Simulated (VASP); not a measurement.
# MgO (Fm-3m) in VASP: band structure with TB-mBJ

Aim: the band structure of MgO with TB-mBJ.

All numbers are computed with VASP 6.6.1; they aren't measurements. Logs are shortened: lines on timing, memory, paths and dates and some standing lists are left out, and cuts for length are marked.

## Step 1: The cell of the first run

Symmetry: Fm-3m, No. 225, cubic system. Conventional cell: a = 4.194 Å, b = 4.194 Å, c = 4.194 Å, α = 90.00°, β = 90.00°, γ = 90.00°. Within 2.8 Å of Mg (site symmetry m-3m) lie 6 O at 2.10 Å. O (site symmetry m-3m) has 6 Mg at 2.10 Å within 2.8 Å.

## Step 2: Band structure, TB-mBJ

Contents of POSCAR:

```
MgO
1.0
    0.0000000000      2.0970013927      2.0970013927
    2.0970013927      0.0000000000      2.0970013927
    2.0970013927      2.0970013927      0.0000000000
Mg O
1 1
Direct
    0.0000000000      0.0000000000      0.0000000000
    0.5000000000      0.5000000000      0.5000000000
```

Contents of INCAR.step1:

```
ISMEAR = 0
SIGMA = 0.03
LWAVE = True
LCHARG = False
NBANDS = 26
PREC = Accurate
LASPH = True
LREAL = False
ALGO = Normal
EDIFF = 1E-7
NELM = 120
GGA_COMPAT = False
ENCUT = 640
EFERMI = MIDGAP
GGA = PE
```

Contents of INCAR.step2:

```
METAGGA = MBJ
ISMEAR = 0
SIGMA = 0.03
LWAVE = False
LCHARG = False
NBANDS = 26
PREC = Accurate
LASPH = True
LREAL = False
ALGO = Normal
EDIFF = 1E-7
NELM = 120
GGA_COMPAT = False
ENCUT = 640
EFERMI = MIDGAP
LMIXTAU = True
ISTART = 1
```

Contents of KPOINTS:

```
Automatic mesh
0
Gamma
  14 14 14
  0 0 0
```

Contents of KPOINTS_OPT:

```
path GXWKGLUWLK,UX
32
line-mode
reciprocal
 0.0000000000  0.0000000000  0.0000000000  G
 0.5000000000  0.0000000000  0.5000000000  X

 0.5000000000  0.0000000000  0.5000000000  X
 0.5000000000  0.2500000000  0.7500000000  W

 0.5000000000  0.2500000000  0.7500000000  W
 0.3750000000  0.3750000000  0.7500000000  K

 0.3750000000  0.3750000000  0.7500000000  K
 0.0000000000  0.0000000000  0.0000000000  G

 0.0000000000  0.0000000000  0.0000000000  G
 0.5000000000  0.5000000000  0.5000000000  L

 0.5000000000  0.5000000000  0.5000000000  L
 0.6250000000  0.2500000000  0.6250000000  U

 0.6250000000  0.2500000000  0.6250000000  U
 0.5000000000  0.2500000000  0.7500000000  W

 0.5000000000  0.2500000000  0.7500000000  W
 0.5000000000  0.5000000000  0.5000000000  L

 0.5000000000  0.5000000000  0.5000000000  L
 0.3750000000  0.3750000000  0.7500000000  K

 0.6250000000  0.2500000000  0.6250000000  U
 0.5000000000  0.0000000000  0.5000000000  X
```

Potentials or basis: VASP PAW PBE potentials, release 64 (Mg, O).

Run with:

```
cat potpaw_PBE.64/Mg/POTCAR potpaw_PBE.64/O/POTCAR > POTCAR
cp INCAR.step1 INCAR
mpirun -np 1 vasp_std > vasp.out
cp INCAR.step2 INCAR
mpirun -np 1 vasp_std > vasp.out
```

OUTCAR:

```text
METAGGA = MBJ
   ISMEAR = 0
   PREC = Accurate
   LASPH = True
   LREAL = False
   EDIFF = 1E-7
   NELM = 120
   ENCUT = 640
   EFERMI = MIDGAP
   ISTART = 1

 ion  position               nearest neighbor table
   1  0.000  0.000  0.000-   2 2.10   2 2.10   2 2.10   2 2.10   2 2.10   2 2.10
   2  0.500  0.500  0.500-   1 2.10   1 2.10   1 2.10   1 2.10   1 2.10   1 2.10

  LATTYP: Found a face centered cubic cell.
 ALAT       =     4.1940027854

  Lattice vectors:

 A1 = (   0.0000000000,   2.0970013927,   2.0970013927)
 A2 = (   2.0970013927,   0.0000000000,   2.0970013927)
 A3 = (   2.0970013927,   2.0970013927,   0.0000000000)

Analysis of symmetry for initial positions (statically):
=====================================================================
 Subroutine PRICEL returns:
 Original cell was already a primitive cell.

 Routine SETGRP: Setting up the symmetry group for a
 face centered cubic supercell.

 Subroutine GETGRP returns: Found 48 space group operations
 (whereof 48 operations were pure point group operations)
 out of a pool of 48 trial point group operations.

The static configuration has the point symmetry O_h .

Analysis of symmetry for dynamics (positions and initial velocities):
=====================================================================
 Subroutine PRICEL returns:
 Original cell was already a primitive cell.

 Routine SETGRP: Setting up the symmetry group for a
 face centered cubic supercell.

 Subroutine GETGRP returns: Found 48 space group operations
 (whereof 48 operations were pure point group operations)
 out of a pool of 48 trial point group operations.

The dynamic configuration has the point symmetry O_h .

 Subroutine INISYM returns: Found 48 space group operations
 (whereof 48 operations are pure point group operations),
 and found     1 'primitive' translations

----------------------------------------------------------------------------------------

                                     Primitive cell

  volume of cell :      18.4428

  direct lattice vectors                    reciprocal lattice vectors
     0.000000000  2.097001393  2.097001393    -0.238435702  0.238435702  0.238435702
     2.097001393  0.000000000  2.097001393     0.238435702 -0.238435702  0.238435702
     2.097001393  2.097001393  0.000000000     0.238435702  0.238435702 -0.238435702

  length of vectors
     2.965607810  2.965607810  2.965607810     0.412982751  0.412982751  0.412982751

  position of ions in fractional coordinates (direct lattice)
     0.000000000  0.000000000  0.000000000
     0.500000000  0.500000000  0.500000000

  ion indices of the primitive-cell ions
   primitive index   ion index
                 1           1
[... 80 lines left out ...]
   ISYM   =      2    0-nonsym 1-usesym 2-fastsym
   POTIM  = 0.5000    time-step for ionic-motion
   TEBEG  =    0.0;   TEEND  =   0.0 temperature during run

   SCALEE = 1.0000    scale energy and forces
   PSTRESS=    0.0 pullay stress
   NELECT =       8.0000    total number of electrons
   NUPDOWN=      -1.0000    fix difference up-down
   EMIN   =  10.00;   EMAX   =-10.00  energy-range for DOS
   EFERMI =   0.00;   METHOD = MIDGAP
   ISMEAR =     0;   SIGMA  =   0.03  broadening in eV -4-tet -1-fermi 0-gaus
   EFERMI_NEDOS =   21; number of points for ismear=-14 and -15
   IALGO  =     38    algorithm
   IMIX   =      4    mixing-type and parameters
     AMIX     =   0.40;   BMIX     =  1.00
     AMIX_MAG =   1.60;   BMIX_MAG =  1.00
  volume/ion in A,a.u.               =       9.22        62.23
  Fermi-wavevector in a.u.,A,eV,Ry     =   1.239261  2.341864 20.895389  1.535768
  Thomas-Fermi vector in A             =   2.373752
   LORBIT       =      0    0 simple, 1 ext, 2 COOP (PROOUT), +10 PAW based schemes
   METAGGA = MBJ    functional components
   LHFCALC =     F    Hartree Fock is set to
   AEXX    =    0.0000 exact exchange contribution

     CMBJ =    1.0000
   IVDW    =     0    specifies the selected vdW correction
   LEPSILON=     F    determine dielectric tensor
   LRPA    =     F    only Hartree local field effects (RPA)

   CSHIFT  =0.1000    complex shift for real part using Kramers Kronig

   OMEGAMAX=  -1.0    maximum frequency
 non-spin polarized calculation
 Gauss-broadening in eV      SIGMA  =   0.03
  energy-cutoff  :      640.00
  volume of cell :       18.44
 maximum number of plane-waves:       700
   NGX = 13   NGY = 13   NGZ = 13

 number of electron       8.0000004 magnetization

 Free energy of the ion-electron system (eV)
  ---------------------------------------------------
  ext. energy  EPLUGINS =         0.00000000
  ---------------------------------------------------
  free energy    TOTEN  =        25.12398345 eV

  energy without entropy =       25.12398345  energy(sigma->0) =       25.12398345

 E-fermi :   7.2488     XC(G=0):  -8.1705

 val. band max:        3.7929995218   @ k =   0.0000   0.0000   0.0000
 cond. band min:      10.7046126938   @ k =   0.0000   0.0000   0.0000
 fundamental gap:      6.9116131721
 Fermi energy:         7.2488061078

 k-point     1 :       0.0000    0.0000    0.0000
  band No.  band energies     occupation
      1     -14.5022      2.00000
      2       3.7930      2.00000
      3       3.7930      2.00000
      4       3.7930      2.00000
      5      10.7046      0.00000
      6      21.7724      0.00000
[... 433 lines left out ...]
      3       3.2378      2.00000
      4       3.2715      2.00000
      5      13.6121      0.00000
      6      18.1030      0.00000
[... 8 lines left out ...]
     15      39.6395      0.00000
     16      40.7741      0.00000

 [... further k-points ...]

 [bands above 16 left out]

------------------------ aborting loop because EDIFF is reached ----------------------------------------

  FORCE on cell =-STRESS in cart. coord.  units (eV):
  Direction    XX          YY          ZZ          XY          YZ          ZX
  --------------------------------------------------------------------------------------
  -------------------------------------------------------------------------------------
  Total       23.7269140     23.7269140     23.7269140     -0.0000000     -0.0000000     -0.0000000
  in kB     2061.2263530   2061.2263530   2061.2263530     -0.0000000     -0.0000000     -0.0000000
  external PRESSURE =    2061.2263530 kB  Pullay stress =       0.0000000 kB

 VOLUME and BASIS-vectors are now :
 -----------------------------------------------------------------------------
  energy-cutoff  :      640.00
  volume of cell :       18.44
      direct lattice vectors                 reciprocal lattice vectors
     0.000000000  2.097001393  2.097001393    -0.238435702  0.238435702  0.238435702
     2.097001393  0.000000000  2.097001393     0.238435702 -0.238435702  0.238435702
     2.097001393  2.097001393  0.000000000     0.238435702  0.238435702 -0.238435702

 POSITION                                       TOTAL-FORCE (eV/Angst)
 -----------------------------------------------------------------------------------
      0.00000      0.00000      0.00000        -0.000000     -0.000000      0.000000
      2.09700      2.09700      2.09700         0.000000      0.000000      0.000000
 -----------------------------------------------------------------------------------
    total drift:                               -0.000000     -0.000000      0.000000

  FREE ENERGIE OF THE ION-ELECTRON SYSTEM (eV)
  ---------------------------------------------------
  free  energy   TOTEN  =        25.1239834508 eV

  energy  without entropy=       25.1239834508  energy(sigma->0) =       25.12398345

    CMBJ =    1.4236
```

OUTCAR.step1:

```text
ISMEAR = 0
   PREC = Accurate
   LASPH = True
   LREAL = False
   EDIFF = 1E-7
[... 686 lines left out ...]
      0.00000      0.00000      0.00000        -0.000000     -0.000000      0.000000
      2.09700      2.09700      2.09700         0.000000      0.000000     -0.000000
 -----------------------------------------------------------------------------------
    total drift:                               -0.000000     -0.000000      0.000000

  FREE ENERGIE OF THE ION-ELECTRON SYSTEM (eV)
  ---------------------------------------------------
  free  energy   TOTEN  =       -11.9029317331 eV

  energy  without entropy=      -11.9029317331  energy(sigma->0) =      -11.90293173
```

OSZICAR.step1:

```text
N       E                     dE             d eps       ncg     rms          rms(c)
DAV:   1     0.350588573123E+02    0.35059E+02   -0.41737E+03  5480   0.324E+02
DAV:   2    -0.123718853610E+02   -0.47431E+02   -0.45718E+02  6918   0.106E+02
DAV:   3    -0.134615162655E+02   -0.10896E+01   -0.10859E+01  7214   0.131E+01
DAV:   4    -0.134631708303E+02   -0.16546E-02   -0.16544E-02  6538   0.516E-01
DAV:   5    -0.134631725833E+02   -0.17531E-05   -0.17530E-05  6906   0.164E-02    0.722E+00
DAV:   6    -0.119192496094E+02    0.15439E+01   -0.68222E+00  6564   0.691E+00    0.217E+00
DAV:   7    -0.119093026366E+02    0.99470E-02   -0.53644E-02  6994   0.982E-01    0.136E+00
DAV:   8    -0.119035493997E+02    0.57532E-02   -0.27714E-02  6680   0.839E-01    0.287E-01
DAV:   9    -0.119029923078E+02    0.55709E-03   -0.66819E-04  6530   0.918E-02    0.144E-01
DAV:  10    -0.119029310794E+02    0.61228E-04   -0.25634E-04  6488   0.673E-02    0.564E-03
DAV:  11    -0.119029320763E+02   -0.99696E-06   -0.46853E-06  6836   0.859E-03    0.461E-03
DAV:  12    -0.119029317568E+02    0.31959E-06   -0.17581E-07  6546   0.156E-03    0.595E-04
DAV:  13    -0.119029317331E+02    0.23649E-07   -0.23304E-08  3408   0.479E-04
   1 F= -.11902932E+02 E0= -.11902932E+02  d E =0.000000E+00
```

It took 91 s on 1 thread of Intel Xeon 6975P-C (Granite Rapids), shared host; peak memory 0.22 GiB.

Results:

| Property | Result |
| --- | --- |
| Band gap on the k mesh | 6.91 eV |
| Band gap along the path | 6.91 eV |

Levels at the corners of the path, in eV from the valence-band top:
```csv
point,band 1,band 2,band 3,band 4,band 5,band 6,band 7,band 8,band 9
Γ,-18.30,0.00,0.00,0.00,6.91,17.98,17.98,17.98,22.69
X,-17.09,-3.55,-1.21,-1.21,11.54,12.41,15.70,22.00,22.00
X,-17.09,-3.55,-1.21,-1.21,11.54,12.41,15.70,22.00,22.00
W,-17.05,-2.55,-2.55,-1.54,14.05,14.05,14.64,17.96,24.76
W,-17.05,-2.55,-2.55,-1.54,14.05,14.05,14.64,17.96,24.76
K,-17.07,-3.02,-2.33,-1.03,12.46,14.22,15.03,20.81,20.89
K,-17.07,-3.02,-2.33,-1.03,12.46,14.22,15.03,20.81,20.89
Γ,-18.30,0.00,0.00,0.00,6.91,17.98,17.98,17.98,22.69
Γ,-18.30,0.00,0.00,0.00,6.91,17.98,17.98,17.98,22.69
L,-17.28,-4.00,-0.60,-0.60,10.22,15.17,18.54,18.54,24.13
L,-17.28,-4.00,-0.60,-0.60,10.22,15.17,18.54,18.54,24.13
U,-17.07,-3.02,-2.33,-1.03,12.46,14.22,15.03,20.81,20.89
U,-17.07,-3.02,-2.33,-1.03,12.46,14.22,15.03,20.81,20.89
W,-17.05,-2.55,-2.55,-1.54,14.05,14.05,14.64,17.96,24.76
W,-17.05,-2.55,-2.55,-1.54,14.05,14.05,14.64,17.96,24.76
L,-17.28,-4.00,-0.60,-0.60,10.22,15.17,18.54,18.54,24.13
L,-17.28,-4.00,-0.60,-0.60,10.22,15.17,18.54,18.54,24.13
K,-17.07,-3.02,-2.33,-1.03,12.46,14.22,15.03,20.81,20.89
U,-17.07,-3.02,-2.33,-1.03,12.46,14.22,15.03,20.81,20.89
X,-17.09,-3.55,-1.21,-1.21,11.54,12.41,15.70,22.00,22.00
```
